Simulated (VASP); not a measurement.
Here is a VASP 6.6.1 calculation.

Contents of INCAR:

```
  ALGO = Normal
  EDIFF = 1E-6
  ENCUT = 750
  GGA = PE
  GGA_COMPAT = F
  ISIF = 2
  ISMEAR = -1
  LASPH = T
  LCHARG = T
  LELF = T
  LREAL = F
  LVHAR = T
  LWAVE = F
  NBANDS = 27
  NELM = 120
  PREC = Accurate
  SIGMA = 0.05
```

File KPOINTS:

```
k-points
0
Gamma
  5 5 5
```

Contents of POSCAR:

```
MgC2
1.0
    3.9507770000      0.0000000000      0.0000000000
    0.0000000000      3.9507770000      0.0000000000
    0.0000000000      0.0000000000      4.7876054400
Mg C
2 4
Direct
    0.0000000000      0.0000000000      0.5000000000
    0.5000000000      0.5000000000      0.0000000000
    0.3876550000      0.6123450000      0.5000000000
    0.1123450000      0.1123450000      0.0000000000
    0.6123450000      0.3876550000      0.5000000000
    0.8876550000      0.8876550000      0.0000000000
```

Potentials or basis: VASP PAW PBE potentials, release 64 (Mg_sv, C).

The run is started by

```bash
$ cat potpaw_PBE.64/Mg_sv/POTCAR potpaw_PBE.64/C/POTCAR > POTCAR
$ mpirun -np 1 vasp_std > vasp.out
```

Problem. Predict the pressure.

Solution. 2.0 GPa.

Problem. Estimate the largest force.

Solution. 0.110 eV/Å.

Forces on the atoms (eV/Å):
```
Mg   0.000  0.000  0.000
Mg   0.000  0.000  0.000
C    0.077 -0.077  0.000
C   -0.077 -0.077  0.000
C   -0.077  0.077  0.000
C    0.077  0.077  0.000
```
